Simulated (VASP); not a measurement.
Runs of VASP 6.6.1 on Cd. The structure is that of space group Fm-3m (No. 225), or close to it. The cells are those of the table. This isn't the form of Cd at room conditions, which is hcp.

```tsv
cell	gap on the mesh (eV)	pressure (GPa)
a = 2.848 Å, angles 60.0°, 1 atom	none	30.5
a = 2.581 Å, angles 60.0°, 1 atom	none	151.2
a = 2.721 Å, angles 60.0°, 1 atom	none	(a)
a = 2.456 Å, angles 60.0°, 1 atom	none	290.4
```

Alike in all rows: task single point; level PBEsol; potentials or basis VASP PAW PBE potentials, release 64 (Cd); no spin polarisation; k mesh 17 × 17 × 17; cutoff (eV) 520; smearing fermi-dirac 0.08 eV.

Question: Estimate the missing entries.

Answer: (a) 69.0.

Caveats: the cell stands under pressure; the PAW data sets were made with another functional, which shifts forces and pressure a little.

A k mesh can miss the band edges, and the runs leave out spin-orbit coupling on Cd.

A gap of «none» marks levels without a gap at the run's occupations.
